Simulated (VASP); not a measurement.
# CdSe (rocksalt type) (Fm-3m) in VASP: notebook, part 2 of 2

VASP 6.6.1.

## (3) Single point, PBE

The input, INCAR:

```
ALGO = Normal
EDIFF = 1E-7
ENCUT = 520
GGA = PE
ISIF = 2
ISMEAR = -1
LASPH = True
LCHARG = False
LREAL = False
LWAVE = False
NBANDS = 16
NELM = 80
PREC = Accurate
SIGMA = 0.05
```

The input, KPOINTS:

```
k-points
0
Gamma
  14 14 14
```

The input, POSCAR:

```
CdSe
1.0
    0.0000000000      2.4460365637      2.4460365637
    2.4460365637      0.0000000000      2.4460365637
    2.4460365637      2.4460365637      0.0000000000
Cd Se
1 1
Direct
    0.0000000000      0.0000000000      0.0000000000
    0.5000000000      0.5000000000      0.5000000000
```

Potentials or basis: VASP PAW PBE potentials, release 64 (Cd, Se).

The run is started by

```sh
$ cat potpaw_PBE.64/Cd/POTCAR potpaw_PBE.64/Se/POTCAR > POTCAR
$ mpirun -np 1 vasp_std > vasp.out
```

OUTCAR:

```text
EDIFF = 1E-7
   ENCUT = 520
   GGA = PE
   ISIF = 2
   ISMEAR = -1
   LASPH = True
   LREAL = False
   NELM = 80
   PREC = Accurate

 ion  position               nearest neighbor table
   1  0.000  0.000  0.000-   2 2.45   2 2.45   2 2.45   2 2.45   2 2.45   2 2.45
   2  0.500  0.500  0.500-   1 2.45   1 2.45   1 2.45   1 2.45   1 2.45   1 2.45

  LATTYP: Found a face centered cubic cell.
 ALAT       =     4.8920731274

  Lattice vectors:

 A1 = (   0.0000000000,   2.4460365637,   2.4460365637)
 A2 = (   2.4460365637,   0.0000000000,   2.4460365637)
 A3 = (   2.4460365637,   2.4460365637,   0.0000000000)

Analysis of symmetry for initial positions (statically):
=====================================================================
 Subroutine PRICEL returns:
 Original cell was already a primitive cell.

 Routine SETGRP: Setting up the symmetry group for a
 face centered cubic supercell.

 Subroutine GETGRP returns: Found 48 space group operations
 (whereof 48 operations were pure point group operations)
 out of a pool of 48 trial point group operations.

The static configuration has the point symmetry O_h .

Analysis of symmetry for dynamics (positions and initial velocities):
=====================================================================
 Subroutine PRICEL returns:
 Original cell was already a primitive cell.

 Routine SETGRP: Setting up the symmetry group for a
 face centered cubic supercell.

 Subroutine GETGRP returns: Found 48 space group operations
 (whereof 48 operations were pure point group operations)
 out of a pool of 48 trial point group operations.

The dynamic configuration has the point symmetry O_h .

 Subroutine INISYM returns: Found 48 space group operations
 (whereof 48 operations are pure point group operations),
 and found     1 'primitive' translations

----------------------------------------------------------------------------------------

[... 105 lines left out ...]
   EMIN   =  10.00;   EMAX   =-10.00  energy-range for DOS
   EFERMI =   0.00;   METHOD = LEGACY
   ISMEAR =    -1;   SIGMA  =   0.05  broadening in eV -4-tet -1-fermi 0-gaus
   EFERMI_NEDOS =   21; number of points for ismear=-14 and -15
   IALGO  =     38    algorithm
   IMIX   =      4    mixing-type and parameters
     AMIX     =   0.40;   BMIX     =  1.00
     AMIX_MAG =   1.60;   BMIX_MAG =  1.00
  volume/ion in A,a.u.               =      14.63        98.76
  Fermi-wavevector in a.u.,A,eV,Ry     =   1.392171  2.630823 26.370014  1.938141
  Thomas-Fermi vector in A             =   2.515940
   LORBIT       =      0    0 simple, 1 ext, 2 COOP (PROOUT), +10 PAW based schemes
   GGA     = PE    functional components
   LHFCALC =     F    Hartree Fock is set to
   AEXX    =    0.0000 exact exchange contribution
   IVDW    =     0    specifies the selected vdW correction
   LEPSILON=     F    determine dielectric tensor
   LRPA    =     F    only Hartree local field effects (RPA)
 non-spin polarized calculation
  energy-cutoff  :      520.00
  volume of cell :       29.27
 maximum number of plane-waves:       802
 NGX is ok and might be reduce to    28
   NGX = 13   NGY = 13   NGZ = 13

 number of electron      18.0000004 magnetization

 Free energy of the ion-electron system (eV)
  ---------------------------------------------------
  ext. energy  EPLUGINS =         0.00000000
  ---------------------------------------------------
  free energy    TOTEN  =        -1.88400488 eV

  energy without entropy =       -1.88020319  energy(sigma->0) =       -1.88210403

 E-fermi :   8.1461     XC(G=0): -12.5086

 val. band max:        8.1269689202   @ k =  -0.2857   0.1429   0.0000
 cond. band min:       8.1708295628   @ k =  -0.3571   0.0714   0.0000
 fundamental gap:      0.0438606426
 Fermi energy:         8.1460955691

 k-point     1 :       0.0000    0.0000    0.0000
  band No.  band energies     occupation
      1      -9.3256      2.00000
      2      -1.9713      2.00000
      3      -1.9713      2.00000
      4      -1.9713      2.00000
      5      -1.9699      2.00000
      6      -1.9699      2.00000
[... 433 lines left out ...]
      3      -2.2015      2.00000
      4      -2.1574      2.00000
      5      -1.7534      2.00000
      6      -1.6418      2.00000
[... 8 lines left out ...]
     15      21.0849      0.00000
     16      21.3979      0.00000

 [... further k-points ...]
[... 5 lines left out ...]
  --------------------------------------------------------------------------------------
  -------------------------------------------------------------------------------------
  Total       17.0136391     17.0136391     17.0136391      0.0000000      0.0000000      0.0000000
  in kB      931.2986386    931.2986386    931.2986386      0.0000000      0.0000000      0.0000000
  external PRESSURE =     931.2986386 kB  Pullay stress =       0.0000000 kB

 VOLUME and BASIS-vectors are now :
 -----------------------------------------------------------------------------
  energy-cutoff  :      520.00
  volume of cell :       29.27
      direct lattice vectors                 reciprocal lattice vectors
     0.000000000  2.446036564  2.446036564    -0.204412316  0.204412316  0.204412316
     2.446036564  0.000000000  2.446036564     0.204412316 -0.204412316  0.204412316
     2.446036564  2.446036564  0.000000000     0.204412316  0.204412316 -0.204412316

 POSITION                                       TOTAL-FORCE (eV/Angst)
 -----------------------------------------------------------------------------------
      0.00000      0.00000      0.00000        -0.000000     -0.000000     -0.000000
      2.44604      2.44604      2.44604         0.000000      0.000000      0.000000
 -----------------------------------------------------------------------------------
    total drift:                               -0.000000      0.000000      0.000000

  FREE ENERGIE OF THE ION-ELECTRON SYSTEM (eV)
  ---------------------------------------------------
  free  energy   TOTEN  =        -1.8840048806 eV

  energy  without entropy=       -1.8802031881  energy(sigma->0) =       -1.88210403
```

stdout:

```text
POSCAR found type information on POSCAR CdSe
 POSCAR found :  2 types and       2 ions
 scaLAPACK will be used
 LDA part: xc-table for (Slater+PW92), standard interpolation
 POSCAR, INCAR and KPOINTS ok, starting setup
 FFT: planning ... GRIDC
 FFT: planning ... GRID_SOFT
 FFT: planning ... GRID
 WAVECAR not read
 entering main loop
```

It took 36 s on 1 thread of AMD EPYC 9R45 (Zen 5), shared host; peak memory 0.16 GiB.

Results:

| Property | Result |
| --- | --- |
| Free energy | -1.8840 eV |
| Pressure | 93.1 GPa |
| Band gap on the k mesh | zero (band 9 reaches 8.21 eV, above the bottom of band 10 at 7.32 eV) |

## (4) Single point, PBE

The input, INCAR:

```
SYSTEM = CdSe
PREC = Accurate ; ENCUT = 520
EDIFF = 1E-6 ; ISMEAR = -1
SIGMA = 0.05 ; LREAL = .FALSE.
LASPH = .TRUE. ; NELM = 100
ALGO = Normal ; ISIF = 2
LWAVE = .FALSE. ; LCHARG = .FALSE.
GGA = PE ; NBANDS = 16
```

The input, KPOINTS:

```
regular mesh
0
G
  14 14 14
  0 0 0
```

The input, POSCAR:

```
CdSe
1.0
    0.0000000000      2.4461506039      2.4461506039
    2.4461506039      0.0000000000      2.4461506039
    2.4461506039      2.4461506039      0.0000000000
Cd Se
1 1
Direct
    0.0000000000      0.0000000000      0.0000000000
    0.5000000000      0.5000000000      0.5000000000
```

The run is started by

```sh
$ cat potpaw_PBE.64/Cd/POTCAR potpaw_PBE.64/Se/POTCAR > POTCAR
$ mpirun -np 1 vasp_std > vasp.out
```

It took 32 s on 1 thread of AMD EPYC 9R45 (Zen 5), shared host; peak memory 0.16 GiB.

The run converged. Its results:

| Quantity | Value |
| --- | --- |
| Free energy | -1.8864 eV |
| Pressure | 93.1 GPa |
| Band gap on the k mesh | zero (band 9 reaches 8.20 eV, above the bottom of band 10 at 7.32 eV) |

Levels at points of the mesh, in eV from the Fermi level:
```
           k point  band 6  band 7  band 8  band 9  band 10  band 11  band 12  band 13
(0.00, 0.00, 0.00)  -10.12   -1.87   -1.87   -1.87     2.77     8.76     8.76     8.76
(0.50, 0.00, 0.00)   -9.59   -7.61    0.06    0.06     2.17     4.57     4.57     9.83
(0.50, 0.50, 0.00)   -8.30   -7.60   -4.65   -4.65    -0.83     4.44    13.21    13.99
```

## (5) Single point, PBE

This run uses another cell than the first one, of 23.62 Å³/atom, 1.613 times its volume.

The input, INCAR:

```
  PREC = Accurate
  ENCUT = 520
  EDIFF = 1E-6
  ISMEAR = -1
  SIGMA = 0.05
  LREAL = F
  LASPH = T
  NELM = 80
  ALGO = Normal
  ISIF = 2
  LWAVE = F
  LCHARG = F
  GGA = PE
  NBANDS = 16
```

The input, KPOINTS:

```
Automatic mesh
0
Gamma
  13 13 13
```

The input, POSCAR:

```
CdSe
1.0
    0.0000000000      2.8691461474      2.8691461474
    2.8691461474      0.0000000000      2.8691461474
    2.8691461474      2.8691461474      0.0000000000
Cd Se
1 1
Direct
    0.0000000000      0.0000000000      0.0000000000
    0.5000000000      0.5000000000      0.5000000000
```

The run is started by

```sh
$ cat potpaw_PBE.64/Cd/POTCAR potpaw_PBE.64/Se/POTCAR > POTCAR
$ mpirun -np 1 vasp_std > vasp.out
```

Run time: 34 s. Hardware: 1 thread of AMD EPYC 9R45 (Zen 5), shared host; peak memory 0.18 GiB.

The run converged. Its results:

```
Free energy            : -5.2055 eV
Pressure               : 0.3 GPa
Band gap on the k mesh : zero (band 9 reaches 2.30 eV, above the bottom of band 10 at 1.94 eV)
```

Levels at points of the mesh, in eV from the Fermi level:
| k point | band 7 | band 8 | band 9 | band 10 | band 11 | band 12 |
| --- | --- | --- | --- | --- | --- | --- |
| (0.00, 0.00, 0.00) | -0.66 | -0.66 | -0.66 | 0.05 | 8.60 | 8.60 |

## (6) Relaxation of cell and atoms, PBE, target pressure 90 GPa, at which the enthalpy is minimised

The input, INCAR:

```
PREC     = Accurate       # precision mode
ENCUT    = 600            # plane-wave cutoff, eV
EDIFF    = 1E-7           # SCF threshold, eV
ISMEAR   = -1             # smearing method
SIGMA    = 0.05           # smearing width, eV
LREAL    = False          # projectors in reciprocal space
LASPH    = True           # aspherical terms in the spheres
NELM     = 80             # most SCF steps
ALGO     = Normal         # electronic algorithm
ISIF     = 3              # what is computed and relaxed
LWAVE    = False          # write WAVECAR
LCHARG   = False          # write CHGCAR
GGA      = PE             # functional
IBRION   = 2              # ionic algorithm
NSW      = 60             # ionic steps
EDIFFG   = -0.005         # ionic threshold
PSTRESS  = 900.0
```

The input, KPOINTS:

```
Automatic mesh
0
Gamma
  14 14 14
```

The input, POSCAR:

```
CdSe
1.0
    0.0000000000      2.4465263665      2.4465263665
    2.4465263665      0.0000000000      2.4465263665
    2.4465263665      2.4465263665      0.0000000000
Cd Se
1 1
Direct
    0.0000000000      0.0000000000      0.0000000000
    0.5000000000      0.5000000000      0.5000000000
```

Potentials or basis: VASP PAW PBE potentials, release 64 (Cd, Se).

The run is started by

```sh
$ cat potpaw_PBE.64/Cd/POTCAR potpaw_PBE.64/Se/POTCAR > POTCAR
$ mpirun -np 1 vasp_std > vasp.out
```

It took 70 s on 1 thread of AMD EPYC 9R45 (Zen 5), shared host; peak memory 0.18 GiB.

The run converged. Its results:

```yaml
Free_energy: -2.0094 eV
Relaxed_volume: 14.74 Å³/atom
Relaxed_cell: a = 3.468 Å, b = 3.468 Å, c = 3.468 Å, α = 60.00°, β = 60.00°, γ = 60.00°
Space_group_after_relaxing_to_0.05_Å: Fm-3m (No. 225)
Energy_change_on_relaxing_the_enthalpy_is_what_falls: -57.5 meV/atom
Ionic_steps: 3
Pressure_after_relaxing: 90.0 GPa
Band_gap_on_the_k_mesh: zero (band 9 reaches 8.08 eV, above the bottom of band 10 at 7.21 eV)
```

Step by step:
| step | energy change (eV) | largest force (eV/Å) | pressure (GPa) | volume (Å³) |
| --- | --- | --- | --- | --- |
| 1 | 0.0000 | 0.0000 | 92.78 | 29.29 |
| 2 | -0.5825 | 0.0000 | 78.55 | 30.38 |
| 3 | -0.1150 | 0.0000 | 89.97 | 29.49 |

Final structure:
```
Cd Se
1.0
     0.00000    2.45213    2.45213
     2.45213    0.00000    2.45213
     2.45213    2.45213    0.00000
Cd Se
1 1
Cartesian
  0.0000 0.0000 0.0000
  2.4521 2.4521 2.4521
```

Levels at points of the mesh, in eV from the Fermi level:
| k point | band 6 | band 7 | band 8 | band 9 | band 10 | band 11 | band 12 | band 13 |
| --- | --- | --- | --- | --- | --- | --- | --- | --- |
| (0.00, 0.00, 0.00) | -10.06 | -1.84 | -1.84 | -1.84 | 2.72 | 8.76 | 8.76 | 8.76 |
| (0.50, 0.00, 0.00) | -9.55 | -7.57 | 0.06 | 0.06 | 2.19 | 4.59 | 4.59 | 9.77 |
| (0.50, 0.50, 0.00) | -8.22 | -7.59 | -4.60 | -4.60 | -0.82 | 4.46 | 13.16 | 13.93 |

Caveat: the cell is relaxed towards a set pressure, so the enthalpy falls and the energy may rise.

## (7) Summary

| task | cell | k mesh | cutoff (eV) | gap on the mesh (eV) | pressure (GPa) |
| --- | --- | --- | --- | --- | --- |
| single point | a = 3.460 Å, angles 60.0°, 2 atoms | 14 × 14 × 14 | 520 | none | 92.9 |
| single point | a = 3.459 Å, angles 60.0°, 2 atoms | 14 × 14 × 14 | 520 | none | 93.1 |
| single point | a = 4.058 Å, angles 60.0°, 2 atoms | 13 × 13 × 13 | 520 | none | 0.3 |
| relaxation of cell and atoms | relaxed to 90 GPa from a = 3.460 Å, angles 60.0°, 2 atoms | 14 × 14 × 14 | 600 | none | 90.0 |

Alike in all rows: level PBE; potentials or basis VASP PAW PBE potentials, release 64 (Cd, Se); no spin polarisation; smearing fermi-dirac 0.05 eV.

Caveats: the cell is relaxed towards a set pressure, so the enthalpy falls and the energy may rise (some runs).

Total energies depend on the potentials used, so only differences within one code and one set of settings carry meaning.
